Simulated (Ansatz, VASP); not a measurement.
Two plane-wave programs on BN

```
B N
1.0
     1.25210    0.72290    3.48153
    -1.25210    0.72290    3.48153
     0.00000   -1.44580    3.48153
B N
1 1
Direct
  0.99962 0.99962 0.99962
  0.33281 0.33281 0.33281
```

Alike in both runs: task relaxation of cell and atoms; functional PBEsol; k mesh 12 × 12 × 12; no spin polarisation.

```csv
,VASP,Ansatz
version,VASP 6.6.1,Ansatz 0.2.0
potentials or method,"VASP PAW PBE potentials, release 64 (B, N), cutoff 600 eV","scalar-relativistic, plane waves, PAW"
occupations,"gaussian, width 0.01 eV",fixed
valence electrons in the cell,8,8
```

|  | VASP | Ansatz | Ansatz less VASP |
| --- | --- | --- | --- |
| gap on the k mesh at the Fermi level, each at its own relaxed structure (eV) | 4.19 | 4.25 | +0.057 |
| relaxed volume (Å³/atom) | 9.27 | 9.49 | +0.218 |
| relaxed cell length with the largest relative difference (Å) | 3.706 | 3.782 | +0.0759 |

VASP's potentials were made for PBE, not for PBEsol.
